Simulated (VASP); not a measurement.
Write the native input for VASP 6.6.1 that does the following.

* Task: single point
* Functional: PBEsol
* Potentials or basis: VASP PAW PBE potentials, release 64 (Rh_pv)
* Cutoff: 520 eV
* k mesh: 12 × 12 × 7
* Occupations: fermi-dirac, width 0.15 eV
* Spin: no spin polarisation
* Dipole correction: no
* Further INCAR settings: ALGO = Normal; EDIFF = 1e-06; NBANDS = 22

The structure of Rh lies in POSCAR:

```
Rh
1.0
    2.7490654807      0.0000000000      0.0000000000
   -1.3745332437      2.3807603505      0.0000000000
    0.0000000000      0.0000000000      4.4578175964
Rh
2
Direct
    0.6666666667      0.3333333333      0.7500000000
    0.3333333333      0.6666666667      0.2500000000
```

The input as run:

INCAR

```
SYSTEM = Rh
PREC = Accurate
ENCUT = 520
EDIFF = 1E-6
ISMEAR = -1
SIGMA = 0.15
LREAL = .FALSE.
LASPH = .TRUE.
NELM = 60
ALGO = Normal
ISIF = 2
LWAVE = .FALSE.
LCHARG = .TRUE.
GGA = PS
LELF = .TRUE.
LVHAR = .TRUE.
NBANDS = 22
```

KPOINTS

```
Automatic mesh
0
G
  12 12 7
  0 0 0
```

Potentials or basis: VASP PAW PBE potentials, release 64 (Rh_pv).

Launch:

```sh
$ cat potpaw_PBE.64/Rh_pv/POTCAR > POTCAR
$ mpirun -np 1 vasp_std > vasp.out
```

It gave:

| Quantity | Value |
| --- | --- |
| Pressure | -16.8 GPa |
| Band gap on the k mesh | zero (band 15 reaches 11.36 eV, above the bottom of band 16 at 9.16 eV) |

Caveat: the PAW data sets were made with another functional, which shifts forces and pressure a little.

Wall time 28 s on 1 thread of Intel(R) Xeon(R) Platinum 8488C (Sapphire Rapids), on a shared host, peak memory 0.16 GiB.
